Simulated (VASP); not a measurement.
SnSe, a slab with vacuum:

```
Sn Se
1.0
     4.28533    0.00000    0.00000
     0.00000    4.28533    0.00000
     0.00000    0.00000   10.99069
Sn Se
2 2
Direct
  0.50000 0.00000 0.37223
  0.00000 0.50000 0.62777
  0.50000 0.00000 0.61604
  0.00000 0.50000 0.38396
```

Base run:

| Quantity | Value |
| --- | --- |
| Program | VASP 6.6.1 |
| Functional | PBEsol |
| Potentials or basis | VASP PAW PBE potentials, release 64 (Sn_d, Se) |
| Cutoff | 500 eV |
| k mesh | 6 × 6 × 2 |
| Occupations | gaussian, width 0.01 eV |
| Spin | no spin polarisation |

Its results: band gap on the k mesh 1.46 eV; largest force 0.093 eV/Å.

Task: The run is repeated on the same cell with these changes: k mesh from 6 × 6 × 2 to 4 × 4 × 2. What comes out?

Result: Band gap on the k mesh 1.64 eV (least direct gap 1.68 eV); largest force 0.141 eV/Å.

Caveats: the PAW data sets were made with another functional, which shifts forces and pressure a little; spin-orbit coupling is left out, which moves the levels of the heavy elements.

A k mesh can miss the band edges.
